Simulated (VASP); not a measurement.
# La (C2/c) in VASP: notebook, part 2 of 2

VASP 6.6.1. Earlier steps stand in the parts before.

### Step 3. Single point, PBEsol (34.87 Å³/atom)

This run uses another cell than the first one, of 34.87 Å³/atom.

Contents of INCAR:

```
SYSTEM = La
ALGO     = Normal         ! electronic algorithm
EDIFF    = 1E-7           ! SCF threshold, eV
ENCUT    = 520            ! plane-wave cutoff, eV
GGA      = PS             ! functional
ISIF     = 2              ! what is computed and relaxed
ISMEAR   = -1             ! smearing method
LASPH    = .TRUE.         ! aspherical terms in the spheres
LCHARG   = .FALSE.        ! write CHGCAR
LREAL    = .FALSE.        ! projectors in reciprocal space
LWAVE    = .FALSE.        ! write WAVECAR
NBANDS   = 18             ! bands
NELM     = 80             ! most SCF steps
PREC     = Accurate       ! precision mode
SIGMA    = 0.1            ! smearing width, eV
```

Contents of KPOINTS:

```
k-points
0
G
  12 12 11
  0 0 0
```

Contents of POSCAR:

```
La
1.0
   -4.1998198929      4.2116378196      1.8115617466
    4.2116378196     -4.1998198929      1.8115617466
    2.2822247613      2.2822247613     -1.7899171922
La
2
Direct
    0.9980549244      0.0019450756      1.0000000000
    0.7519450756      0.2480549244      0.5000000000
```

Potentials or basis: VASP PAW PBE potentials, release 64 (La).

Started as:

```console
$ cat potpaw_PBE.64/La/POTCAR > POTCAR
$ mpirun -np 1 vasp_std > vasp.out
```

OUTCAR:

```text
SYSTEM = La
   EDIFF = 1E-7
   ENCUT = 520
   GGA = PS
   ISIF = 2
   ISMEAR = -1
   LASPH = .TRUE.
   LREAL = .FALSE.
   NELM = 80
   PREC = Accurate

 ion  position               nearest neighbor table
   1  0.998  0.002  0.000-   2 3.46   2 3.46   2 3.55   2 3.55
   2  0.752  0.248  0.500-   1 3.46   1 3.46   1 3.55   1 3.55

  LATTYP: Found a base centered monoclinic cell.
 ALAT       =     3.6231620408
 B/A-ratio  =     3.2832088221
 C/A-ratio  =     1.0186270312
 COS(beta)  =    -0.4809476856

  Lattice vectors:

 A1 = (  -4.1998198929,   4.2116378196,   1.8115617466)
 A2 = (   4.2116378196,  -4.1998198929,   1.8115617466)
 A3 = (   2.2822247613,   2.2822247613,  -1.7899171922)

Analysis of symmetry for initial positions (statically):
=====================================================================
 Subroutine PRICEL returns:
 Original cell was already a primitive cell.

 Routine SETGRP: Setting up the symmetry group for a
 base centered monoclinic supercell.

 Subroutine GETGRP returns: Found  4 space group operations
 (whereof  2 operations were pure point group operations)
 out of a pool of  4 trial point group operations.

The static configuration has the point symmetry C_2 .
 The point group associated with its full space group is C_2h.

Analysis of symmetry for dynamics (positions and initial velocities):
=====================================================================
 Subroutine PRICEL returns:
 Original cell was already a primitive cell.

 Routine SETGRP: Setting up the symmetry group for a
 base centered monoclinic supercell.

 Subroutine GETGRP returns: Found  4 space group operations
 (whereof  2 operations were pure point group operations)
 out of a pool of  4 trial point group operations.

The dynamic configuration has the point symmetry C_2 .
 The point group associated with its full space group is C_2h.

 Subroutine INISYM returns: Found  4 space group operations
 (whereof  2 operations are pure point group operations),
 and found     1 'primitive' translations

----------------------------------------------------------------------------------------

                                     Primitive cell

  volume of cell :      69.7304

  direct lattice vectors                    reciprocal lattice vectors
    -4.199819893  4.211637820  1.811561747     0.048514519  0.167399977  0.275300674
     4.211637820 -4.199819893  1.811561747     0.167399977  0.048514519  0.275300674
     2.282224761  2.282224761 -1.789917192     0.218525440  0.218525440 -0.001425575

  length of vectors
     6.217566744  6.217566744  3.690650793     0.325832582  0.325832582  0.309044928

  position of ions in fractional coordinates (direct lattice)
     0.998054924  0.001945076  0.000000000
     0.751945076  0.248054924  0.500000000

  ion indices of the primitive-cell ions
   primitive index   ion index
                 1           1
                 2           2

----------------------------------------------------------------------------------------

 KPOINTS: k-points

Automatic generation of k-mesh.
 Grid dimensions read from file:
 generate k-points for:   12   12   11

 Generating k-lattice:

  Cartesian coordinates                     Fractional coordinates (reciprocal lattice)
     0.004042877  0.013949998  0.022941723     0.083333333 -0.000000000  0.000000000
     0.013949998  0.004042877  0.022941723    -0.000000000  0.083333333  0.000000000
     0.019865949  0.019865949 -0.000129598    -0.000000000 -0.000000000  0.090909091

  Length of vectors
     0.027152715  0.027152715  0.028094993

  Shift w.r.t. Gamma in fractional coordinates (k-lattice)
     0.000000000  0.000000000  0.000000000

 Subroutine IBZKPT returns following result:
 ===========================================

 Found    433 irreducible k-points:

 Following reciprocal coordinates:
            Coordinates               Weight
  0.000000  0.000000  0.000000      1.000000
  0.083333  0.000000 -0.000000      4.000000
  0.166667  0.000000  0.000000      4.000000
  0.250000  0.000000 -0.000000      4.000000
  0.333333  0.000000 -0.000000      4.000000
  0.416667  0.000000 -0.000000      4.000000
[... 16 lines left out ...]
  0.500000  0.166667 -0.000000      4.000000
 -0.416667  0.166667  0.000000      4.000000
 [... further k-points ...]
   k-points           NKPTS =    433   k-points in BZ     NKDIM =    433   number of bands    NBANDS=     18
   number of dos      NEDOS =    301   number of ions     NIONS =      2
   total plane-waves  NPLWV =  64512
   dimension x,y,z NGX =    48 NGY =   48 NGZ =   28
   dimension x,y,z NGXF=    96 NGYF=   96 NGZF=   56
   ions per type =               2
   NGX,Y,Z   is equivalent  to a cutoff of  12.83, 12.83, 12.61 a.u.
   NGXF,Y,Z  is equivalent  to a cutoff of  25.67, 25.67, 25.23 a.u.
 SYSTEM =  La
   PREC   = accura    normal or accurate (medium, high low for compatibility)
   ISTART =      0    job   : 0-new  1-cont  2-samecut
   ICHARG =      2    charge: 1-file 2-atom 10-const
   ISPIN  =      1    spin polarized calculation?
   LNONCOLLINEAR =      F non collinear calculations
   LSORBIT =      F    spin-orbit coupling
   LASPH  =      T    aspherical Exc in radial PAW
   ENCUT  =  520.0 eV  38.22 Ry    6.18 a.u.  11.56 11.56  6.86*2*pi/ulx,y,z
   NELM   =     80;   NELMIN=  2; NELMDL= -5     # of ELM steps
   EDIFF  = 0.1E-06   stopping-criterion for ELM
   LREAL  =      F    real-space projection
   EDIFFG = 0.1E-05   stopping-criterion for IOM
   NSW    =      0    number of steps for IOM
   IBRION =     -1    ionic relax: 0-MD 1-quasi-New 2-CG
   NFREE  =      0    steps in history (QN), initial steepest desc. (CG)
   ISIF   =      2    stress and relaxation
   ISYM   =      2    0-nonsym 1-usesym 2-fastsym
   POTIM  = 0.5000    time-step for ionic-motion
   TEBEG  =    0.0;   TEEND  =   0.0 temperature during run
   PSTRESS=    0.0 pullay stress
   NELECT =      22.0000    total number of electrons
   NUPDOWN=      -1.0000    fix difference up-down
   EMIN   =  10.00;   EMAX   =-10.00  energy-range for DOS
   EFERMI =   0.00;   METHOD = LEGACY
   ISMEAR =    -1;   SIGMA  =   0.10  broadening in eV -4-tet -1-fermi 0-gaus
   EFERMI_NEDOS =   21; number of points for ismear=-14 and -15
   IALGO  =     38    algorithm
   IMIX   =      4    mixing-type and parameters
     AMIX     =   0.40;   BMIX     =  1.00
     AMIX_MAG =   1.60;   BMIX_MAG =  1.00
  volume/ion in A,a.u.               =      34.87       235.28
  Fermi-wavevector in a.u.,A,eV,Ry     =   1.114487  2.106075 16.899535  1.242081
  Thomas-Fermi vector in A             =   2.251082
   LORBIT       =      0    0 simple, 1 ext, 2 COOP (PROOUT), +10 PAW based schemes
   GGA     = PS    functional components
   LHFCALC =     F    Hartree Fock is set to
   AEXX    =    0.0000 exact exchange contribution
   IVDW    =     0    specifies the selected vdW correction
   LEPSILON=     F    determine dielectric tensor
   LRPA    =     F    only Hartree local field effects (RPA)
 non-spin polarized calculation
  energy-cutoff  :      520.00
  volume of cell :       69.73
 maximum number of plane-waves:      1898
 NGX is ok and might be reduce to    48
   NGX = 23   NGY = 23   NGZ = 13

 number of electron      22.0000001 magnetization

 Free energy of the ion-electron system (eV)
  ---------------------------------------------------
  ext. energy  EPLUGINS =         0.00000000
  ---------------------------------------------------
  free energy    TOTEN  =       -10.63470218 eV

  energy without entropy =      -10.51873453  energy(sigma->0) =      -10.57671836

 E-fermi :   8.2897     XC(G=0):  -9.9411

 val. band max:        8.2869568514   @ k =   0.5000   0.2500   0.3636
 cond. band min:       8.2901673740   @ k =  -0.4167   0.2500   0.3636
 fundamental gap:      0.0032105226
 Fermi energy:         8.2897467513

 k-point     1 :       0.0000    0.0000    0.0000
  band No.  band energies     occupation
      1     -24.4759      2.00000
      2     -24.1795      2.00000
      3      -9.0549      2.00000
      4      -7.5795      2.00000
      5      -7.3167      2.00000
      6      -7.3129      2.00000
[... 10 lines left out ...]
     17      10.1293      0.00000
     18      10.2370      0.00000
[... 463 lines left out ...]
 k-point    24 :      -0.4167    0.1667    0.0000
  band No.  band energies     occupation
      1     -24.3284      2.00000
      2     -24.1680      2.00000
      3      -8.6142      2.00000
      4      -8.1871      2.00000
      5      -7.8526      2.00000
      6      -7.6615      2.00000
[... 10 lines left out ...]
     17      10.2174      0.00000
     18      10.2953      0.00000

 [... further k-points ...]

------------------------ aborting loop because EDIFF is reached ----------------------------------------

  FORCE on cell =-STRESS in cart. coord.  units (eV):
  Direction    XX          YY          ZZ          XY          YZ          ZX
  --------------------------------------------------------------------------------------
  -------------------------------------------------------------------------------------
  Total       -0.3408616     -0.3408616     -0.4906112      0.0427061     -0.0442222     -0.0442223
  in kB       -7.8318853     -7.8318853    -11.2726406      0.9812467     -1.0160822     -1.0160829
  external PRESSURE =      -8.9788037 kB  Pullay stress =       0.0000000 kB

 VOLUME and BASIS-vectors are now :
 -----------------------------------------------------------------------------
  energy-cutoff  :      520.00
  volume of cell :       69.73
      direct lattice vectors                 reciprocal lattice vectors
    -4.199819893  4.211637820  1.811561747     0.048514519  0.167399977  0.275300674
     4.211637820 -4.199819893  1.811561747     0.167399977  0.048514519  0.275300674
     2.282224761  2.282224761 -1.789917192     0.218525440  0.218525440 -0.001425575

 POSITION                                       TOTAL-FORCE (eV/Angst)
 -----------------------------------------------------------------------------------
     -4.18346      4.19528      1.81156        -0.015928      0.015928      0.000000
     -0.97220      3.26625      0.91660         0.015928     -0.015928     -0.000000
 -----------------------------------------------------------------------------------
    total drift:                               -0.000000      0.000000      0.000000

  FREE ENERGIE OF THE ION-ELECTRON SYSTEM (eV)
  ---------------------------------------------------
  free  energy   TOTEN  =       -10.6347021779 eV

  energy  without entropy=      -10.5187345323  energy(sigma->0) =      -10.57671836
```

Wall time 7.6 min (1 thread of Intel Xeon 6975P-C (Granite Rapids), shared host); peak memory 0.66 GiB.

Results:

```yaml
Free_energy: -10.6347 eV
Pressure: -0.9 GPa
Largest_force: 0.023 eV/Å
Band_gap_on_the_k_mesh: zero (bands 11 and 12 overlap by 1.28 eV)
```

Forces in eV/Å, atoms in the order of the input:
```
La  -0.016  0.016  0.000
La   0.016 -0.016  0.000
```

Levels at points of the mesh, in eV from the Fermi level:
| k point | band 8 | band 9 | band 10 | band 11 | band 12 | band 13 | band 14 | band 15 |
| --- | --- | --- | --- | --- | --- | --- | --- | --- |
| (0.00, 0.00, 0.00) | -15.46 | -3.12 | -1.74 | 0.83 | 1.20 | 1.33 | 1.39 | 1.53 |
| (0.50, 0.00, 0.00) | -15.66 | -1.63 | -1.46 | -1.34 | 0.58 | 1.40 | 1.45 | 1.79 |
| (0.50, 0.50, 0.00) | -15.50 | -1.84 | -1.83 | 0.43 | 0.70 | 1.25 | 1.35 | 1.56 |

Caveat: the PAW data sets were made with another functional, which shifts forces and pressure a little; spin-orbit coupling is left out, which moves the levels of the heavy elements.
